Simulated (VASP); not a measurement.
# Mo2Ir (P6/mmm) in VASP: notebook, part 2 of 2

VASP 6.6.1. Earlier steps stand in the parts before.

### 3 Relaxation of cell and atoms, PBE

This run uses another cell than the first one, of 14.45 Å³/atom, 0.941 times its volume.

Input file INCAR:

```
  PREC = Accurate
  ENCUT = 600
  EDIFF = 1E-7
  ISMEAR = 0
  SIGMA = 0.1
  LREAL = False
  LASPH = True
  NELM = 80
  ALGO = Normal
  ISIF = 3
  LWAVE = False
  LCHARG = False
  GGA = PE
  IBRION = 2
  NSW = 90
  EDIFFG = -0.04
```

Input file KPOINTS:

```
regular mesh
0
Gamma
  6 6 6
```

Input file POSCAR:

```
Mo2Ir
1.0
    4.2859954691      0.0000000000      0.0000000000
   -2.1429977345      3.7117809568      0.0000000000
    0.0000000000      0.0000000000      2.7245668190
Mo Ir
2 1
Direct
    0.3333333333      0.6666666667      0.5000000000
    0.6666666667      0.3333333333      0.5000000000
    0.0000000000      0.0000000000      0.0000000000
```

Potentials or basis: VASP PAW PBE potentials, release 64 (Mo_sv, Ir).

Started as:

```bash
$ cat potpaw_PBE.64/Mo_sv/POTCAR potpaw_PBE.64/Ir/POTCAR > POTCAR
$ mpirun -np 1 vasp_std > vasp.out
```

OUTCAR:

```text
PREC = Accurate
   ENCUT = 600
   EDIFF = 1E-7
   ISMEAR = 0
   LREAL = False
   LASPH = True
   NELM = 80
   ISIF = 3
   GGA = PE
   IBRION = 2
   NSW = 90
   EDIFFG = -0.04

 ion  position               nearest neighbor table
   1  0.333  0.667  0.500-   2 2.47   2 2.47   2 2.47   3 2.82   3 2.82   3 2.82   3 2.82   3 2.82
                             3 2.82
   2  0.667  0.333  0.500-   1 2.47   1 2.47   1 2.47   3 2.82   3 2.82   3 2.82   3 2.82   3 2.82
                             3 2.82
   3  0.000  0.000  0.000-   1 2.82   2 2.82   1 2.82   2 2.82   2 2.82   2 2.82   1 2.82   1 2.82
                             2 2.82   2 2.82   1 2.82   1 2.82

  LATTYP: Found a hexagonal cell.
 ALAT       =     4.2859954691
 C/A-ratio  =     0.6356905505

  Lattice vectors:

 A1 = (   4.2859954691,   0.0000000000,   0.0000000000)
 A2 = (  -2.1429977345,   3.7117809568,   0.0000000000)
 A3 = (   0.0000000000,   0.0000000000,   2.7245668190)

Analysis of symmetry for initial positions (statically):
=====================================================================
 Subroutine PRICEL returns:
 Original cell was already a primitive cell.

 Routine SETGRP: Setting up the symmetry group for a
 hexagonal supercell.

 Subroutine GETGRP returns: Found 24 space group operations
 (whereof 24 operations were pure point group operations)
 out of a pool of 24 trial point group operations.

The static configuration has the point symmetry D_6h.

Analysis of symmetry for dynamics (positions and initial velocities):
=====================================================================
 Subroutine PRICEL returns:
 Original cell was already a primitive cell.

 Routine SETGRP: Setting up the symmetry group for a
 hexagonal supercell.

 Subroutine GETGRP returns: Found 24 space group operations
 (whereof 24 operations were pure point group operations)
 out of a pool of 24 trial point group operations.

The dynamic configuration has the point symmetry D_6h.

 Subroutine INISYM returns: Found 24 space group operations
 (whereof 24 operations are pure point group operations),
 and found     1 'primitive' translations

----------------------------------------------------------------------------------------

                                     Primitive cell

  volume of cell :      43.3443

  direct lattice vectors                    reciprocal lattice vectors
     4.285995469  0.000000000  0.000000000     0.233318025  0.134706225  0.000000000
    -2.142997735  3.711780957  0.000000000     0.000000000  0.269412450  0.000000000
     0.000000000  0.000000000  2.724566819     0.000000000  0.000000000  0.367030822

  length of vectors
     4.285995469  4.285995469  2.724566819     0.269412450  0.269412450  0.367030822

  position of ions in fractional coordinates (direct lattice)
     0.333333333  0.666666667  0.500000000
     0.666666667  0.333333333  0.500000000
     0.000000000  0.000000000  0.000000000

  ion indices of the primitive-cell ions
   primitive index   ion index
                 1           1
                 2           2
                 3           3

----------------------------------------------------------------------------------------

 KPOINTS: regular mesh

[... 28 lines left out ...]
  0.166667  0.166667  0.000000      6.000000
  0.333333  0.166667  0.000000     12.000000
[... 16 lines left out ...]
  0.166667 -0.000000  0.500000      6.000000
  0.333333  0.000000  0.500000      6.000000
 [... further k-points ...]
   k-points           NKPTS =     28   k-points in BZ     NKDIM =     28   number of bands    NBANDS=     22
   number of dos      NEDOS =    301   number of ions     NIONS =      3
   total plane-waves  NPLWV =  31104
   dimension x,y,z NGX =    36 NGY =   36 NGZ =   24
   dimension x,y,z NGXF=    72 NGYF=   72 NGZF=   48
   ions per type =               2   1
   NGX,Y,Z   is equivalent  to a cutoff of  13.96, 13.96, 14.64 a.u.
   NGXF,Y,Z  is equivalent  to a cutoff of  27.93, 27.93, 29.29 a.u.
 SYSTEM =  unknown system
   PREC   = accura    normal or accurate (medium, high low for compatibility)
   ISTART =      0    job   : 0-new  1-cont  2-samecut
   ICHARG =      2    charge: 1-file 2-atom 10-const
   ISPIN  =      1    spin polarized calculation?
   LNONCOLLINEAR =      F non collinear calculations
   LSORBIT =      F    spin-orbit coupling
   LASPH  =      T    aspherical Exc in radial PAW
   ENCUT  =  600.0 eV  44.10 Ry    6.64 a.u.   8.56  8.56  5.44*2*pi/ulx,y,z
   NELM   =     80;   NELMIN=  2; NELMDL= -5     # of ELM steps
   EDIFF  = 0.1E-06   stopping-criterion for ELM
   LREAL  =      F    real-space projection
   EDIFFG = -.4E-01   stopping-criterion for IOM
   NSW    =     90    number of steps for IOM
   IBRION =      2    ionic relax: 0-MD 1-quasi-New 2-CG
   NFREE  =      1    steps in history (QN), initial steepest desc. (CG)
   ISIF   =      3    stress and relaxation
   ISYM   =      2    0-nonsym 1-usesym 2-fastsym
   POTIM  = 0.5000    time-step for ionic-motion
   TEBEG  =    0.0;   TEEND  =   0.0 temperature during run
   PSTRESS=    0.0 pullay stress
   NELECT =      37.0000    total number of electrons
   NUPDOWN=      -1.0000    fix difference up-down
   EMIN   =  10.00;   EMAX   =-10.00  energy-range for DOS
   EFERMI =   0.00;   METHOD = LEGACY
   ISMEAR =     0;   SIGMA  =   0.10  broadening in eV -4-tet -1-fermi 0-gaus
   EFERMI_NEDOS =   21; number of points for ismear=-14 and -15
   IALGO  =     38    algorithm
   IMIX   =      4    mixing-type and parameters
     AMIX     =   0.40;   BMIX     =  1.00
     AMIX_MAG =   1.60;   BMIX_MAG =  1.00
  volume/ion in A,a.u.               =      14.45        97.50
  Fermi-wavevector in a.u.,A,eV,Ry     =   1.552977  2.934700 32.813663  2.411736
  Thomas-Fermi vector in A             =   2.657274
   LORBIT       =      0    0 simple, 1 ext, 2 COOP (PROOUT), +10 PAW based schemes
   GGA     = PE    functional components
   LHFCALC =     F    Hartree Fock is set to
   AEXX    =    0.0000 exact exchange contribution
   IVDW    =     0    specifies the selected vdW correction
   LEPSILON=     F    determine dielectric tensor
   LRPA    =     F    only Hartree local field effects (RPA)
 conjugate gradient relaxation of ions
 non-spin polarized calculation
 Gauss-broadening in eV      SIGMA  =   0.10
  energy-cutoff  :      600.00
  volume of cell :       43.34
 maximum number of plane-waves:      1462
 NGX is ok and might be reduce to    36
   NGX = 17   NGY = 17   NGZ = 11

--------------------------------------- Ionic step        1  -------------------------------------------

 number of electron      37.0000001 magnetization

 Free energy of the ion-electron system (eV)
  ---------------------------------------------------
  ext. energy  EPLUGINS =         0.00000000
  ---------------------------------------------------
  free energy    TOTEN  =       -30.34219564 eV

  energy without entropy =      -30.32792243  energy(sigma->0) =      -30.33505903

------------------------ aborting loop because EDIFF is reached ----------------------------------------

  FORCE on cell =-STRESS in cart. coord.  units (eV):
  Direction    XX          YY          ZZ          XY          YZ          ZX
  --------------------------------------------------------------------------------------
  -------------------------------------------------------------------------------------
  Total        7.3739595      7.3739595      2.0844367      0.0000000      0.0000000      0.0000000
  in kB      272.5711066    272.5711066     77.0491387      0.0000000      0.0000000      0.0000000
  external PRESSURE =     207.3971173 kB  Pullay stress =       0.0000000 kB
[... 24 lines left out ...]
--------------------------------------- Ionic step        2  -------------------------------------------

 number of electron      36.9999998 magnetization

 E-fermi :   8.4429     XC(G=0): -12.3731

 val. band max:        8.4380323412   @ k =   0.1667   0.1667   0.0000
 cond. band min:       8.4592669305   @ k =   0.3333   0.1667   0.5000
 fundamental gap:      0.0212345892
 Fermi energy:         8.4429406493

 k-point     1 :       0.0000    0.0000    0.0000
  band No.  band energies     occupation
      1     -52.5141      2.00000
      2     -52.3736      2.00000
      3     -26.7155      2.00000
      4     -26.7155      2.00000
      5     -26.2583      2.00000
      6     -26.1705      2.00000
[... 775 lines left out ...]
--------------------------------------- Ionic step        7  -------------------------------------------

 number of electron      37.0000005 magnetization

 Free energy of the ion-electron system (eV)
  ---------------------------------------------------
  ext. energy  EPLUGINS =         0.00000000
  ---------------------------------------------------
  free energy    TOTEN  =       -30.57597442 eV

  energy without entropy =      -30.56437237  energy(sigma->0) =      -30.57017340

 E-fermi :  11.2699     XC(G=0): -13.4558

 val. band max:       11.2145088788   @ k =   0.3333   0.1667   0.5000
 cond. band min:      11.2875062164   @ k =   0.3333   0.1667   0.3333
 fundamental gap:      0.0729973375
 Fermi energy:        11.2698845226

 k-point     1 :       0.0000    0.0000    0.0000
  band No.  band energies     occupation
      1     -49.5784      2.00000
      2     -49.2285      2.00000
      3     -24.0687      2.00000
      4     -24.0687      2.00000
      5     -23.1843      2.00000
      6     -22.9717      2.00000
[... 621 lines left out ...]
  FREE ENERGIE OF THE ION-ELECTRON SYSTEM (eV)
  ---------------------------------------------------
  free  energy   TOTEN  =       -30.5759744250 eV

  energy  without entropy=      -30.5643723695  energy(sigma->0) =      -30.57017340

 reached required accuracy - stopping structural energy minimisation
```

CONTCAR:

```text
Mo2Ir
   1.00000000000000
     4.4269193474099957    0.0000000000019103    0.0000000000000000
    -2.2134596736516992    3.8338246154207161    0.0000000000000000
     0.0000000000000000    0.0000000000000000    2.7188595237980016
  Mo              Ir
     2     1
Direct
     0.3333333332999970    0.6666666667000030    0.5000000000000000
     0.6666666667000030    0.3333333332999970    0.5000000000000000
     0.0000000000000000    0.0000000000000000    0.0000000000000000

  0.00000000E+00  0.00000000E+00  0.00000000E+00
  0.00000000E+00  0.00000000E+00  0.00000000E+00
  0.00000000E+00  0.00000000E+00  0.00000000E+00
```

Wall time 2.6 min (1 thread of AMD EPYC 7R43 (Zen 3), shared host); peak memory 0.17 GiB.

Results:

| Quantity | Value |
| --- | --- |
| Free energy | -30.5760 eV |
| Relaxed volume | 15.38 Å³/atom |
| Relaxed cell | a = 4.427 Å, b = 4.427 Å, c = 2.719 Å, α = 90.00°, β = 90.00°, γ = 120.00° |
| Space group after relaxing (to 0.05 Å) | P6/mmm (No. 191) |
| Energy gained by relaxing | 77.9 meV/atom |
| Ionic steps | 7 |
| Pressure after relaxing | 0.1 GPa |

Stress tensor (GPa, compression positive):
```
0.10 0.00 0.00
0.00 0.10 0.00
0.00 0.00 0.01
```

Step by step:
| step | energy change (eV) | largest force (eV/Å) | pressure (GPa) | volume (Å³) |
| --- | --- | --- | --- | --- |
| 1 | 0.0000 | 0.0000 | 20.74 | 43.34 |
| 2 | 1.1105 | 0.0000 | -33.73 | 56.05 |
| 3 | -0.2228 | 0.0000 | -2.90 | 46.69 |
| 4 | -0.2243 | 0.0000 | -1.48 | 46.45 |
| 5 | -0.2243 | 0.0000 | -1.11 | 46.38 |
| 6 | -0.2232 | 0.0000 | 1.49 | 45.90 |
| 7 | -0.2338 | 0.0000 | 0.07 | 46.14 |

Final structure:
```xyz
3
Lattice="4.4269 0.0000 0.0000 -2.2135 3.8338 0.0000 0.0000 0.0000 2.7189" Properties=species:S:1:pos:R:3 pbc="T T T"
Mo    0.0000    2.5559    1.3594
Mo    2.2135    1.2779    1.3594
Ir    0.0000    0.0000    0.0000
```

Caveat: the k points lie up to 0.39 Å⁻¹ apart in the final cell; spin-orbit coupling is left out, which moves the levels of the heavy elements.

### 4 Single point, PBE

Input file INCAR:

```
PREC = Accurate ; ENCUT = 520
EDIFF = 1E-6 ; ISMEAR = 0
SIGMA = 0.1 ; LREAL = False
LASPH = True ; NELM = 60
ALGO = Fast ; ISIF = 2
LWAVE = False ; LCHARG = True
GGA = PE ; LELF = True
LVHAR = True ; NBANDS = 26
```

Input file KPOINTS:

```
Automatic mesh
0
Gamma
  12 12 16
```

Input file POSCAR:

```
Mo2Ir
1.0
    4.4264012445      0.0000000000      0.0000000000
   -2.2132006222      3.8333759251      0.0000000000
    0.0000000000      0.0000000000      2.7182435765
Mo Ir
2 1
Direct
    0.3333333333      0.6666666667      0.5000000000
    0.6666666667      0.3333333333      0.5000000000
    0.0000000000      0.0000000000      0.0000000000
```

Started as:

```bash
$ cat potpaw_PBE.64/Mo_sv/POTCAR potpaw_PBE.64/Ir/POTCAR > POTCAR
$ mpirun -np 1 vasp_std > vasp.out
```

It took 3.7 min on 1 thread of AMD EPYC 7R43 (Zen 3), shared host; peak memory 0.27 GiB.

The run converged. Its results:

| Quantity | Value |
| --- | --- |
| Free energy | -30.5305 eV |
| Pressure | 0.4 GPa |

Stress tensor (GPa, compression positive):
```
0.47 0.00 0.00
0.00 0.47 0.00
0.00 0.00 0.38
```

Levels at points of the mesh, in eV from the Fermi level:
```
           k point  band 15  band 16  band 17  band 18  band 19  band 20  band 21  band 22  band 23  band 24
(0.00, 0.00, 0.00)    -2.18    -1.93    -1.09    -1.09    -0.52    -0.52     0.87     0.87     3.80     3.80
(0.50, 0.00, 0.00)    -2.58    -1.82    -1.63    -0.93     0.86     1.11     1.47     1.91     2.91     3.39
(0.00, 0.00, 0.50)    -0.59    -0.59     0.10     0.10     1.06     1.06     2.91     2.91     3.34     5.43
(0.50, 0.00, 0.50)    -2.31    -1.97    -0.58     0.54     0.82     1.52     2.36     2.61     4.20     4.84
```

Caveat: spin-orbit coupling is left out, which moves the levels of the heavy elements.

### 5 Single point, PBE

Input file INCAR:

```
SYSTEM = Mo2Ir
ALGO = Fast
EDIFF = 1E-6
ENCUT = 520
GGA = PE
ISIF = 2
ISMEAR = 0
LASPH = .True.
LCHARG = .False.
LREAL = .False.
LWAVE = .False.
NBANDS = 26
NELM = 100
PREC = Accurate
SIGMA = 0.1
```

Input file KPOINTS:

```
k-points
0
Gamma
  12 12 16
  0 0 0
```

Input file POSCAR:

```
Mo2Ir
1.0
    4.4263977453      0.0000000000      0.0000000000
   -2.2131988726      3.8333728947      0.0000000000
    0.0000000000      0.0000000000      2.7182377503
Mo Ir
2 1
Direct
    0.3333333333      0.6666666667      0.5000000000
    0.6666666667      0.3333333333      0.5000000000
    0.0000000000      0.0000000000      0.0000000000
```

Started as:

```bash
$ cat potpaw_PBE.64/Mo_sv/POTCAR potpaw_PBE.64/Ir/POTCAR > POTCAR
$ mpirun -np 1 vasp_std > vasp.out
```

Wall time 3.7 min (1 thread of AMD EPYC 7R43 (Zen 3), shared host); peak memory 0.27 GiB.

It converged, with:

```yaml
Free_energy: -30.5305 eV
Pressure: 0.4 GPa
```

Stress tensor (GPa, compression positive):
```
0.47 0.00 0.00
0.00 0.47 0.00
0.00 0.00 0.39
```

Levels at points of the mesh, in eV from the Fermi level:
```tsv
k point	band 17	band 18	band 19	band 20	band 21	band 22
(0.00, 0.00, 0.00)	-1.09	-1.09	-0.52	-0.52	0.87	0.87
(0.50, 0.00, 0.00)	-1.63	-0.93	0.86	1.11	1.47	1.91
(0.00, 0.00, 0.50)	0.10	0.10	1.06	1.06	2.91	2.91
(0.50, 0.00, 0.50)	-0.58	0.54	0.82	1.52	2.36	2.61
```

Caveat: spin-orbit coupling is left out, which moves the levels of the heavy elements.

### 6 The runs side by side

| task | cell | k mesh | cutoff (eV) | gap on the mesh (eV) | pressure (GPa) |
| --- | --- | --- | --- | --- | --- |
| single point | a = 4.424, b = 4.424, c = 2.718 Å, angles 90.0, 90.0, 120.0°, 3 atoms | 6 × 6 × 6 | 520 | none | 0.6 |
| relaxation of cell and atoms | relaxed from a = 4.286, b = 4.286, c = 2.725 Å, angles 90.0, 90.0, 120.0°, 3 atoms | 6 × 6 × 6 | 600 | none | 0.1 |
| single point | a = 4.426, b = 4.426, c = 2.718 Å, angles 90.0, 90.0, 120.0°, 3 atoms | 12 × 12 × 16 | 520 | none | 0.4 |

Alike in all rows: level PBE; potentials or basis VASP PAW PBE potentials, release 64 (Mo_sv, Ir); no spin polarisation; smearing gaussian 0.1 eV.

Caveats: some runs use coarse meshes; spin-orbit coupling is left out, which moves the levels of the heavy elements.

Total energies depend on the potentials used, so only differences within one code and one set of settings carry meaning.
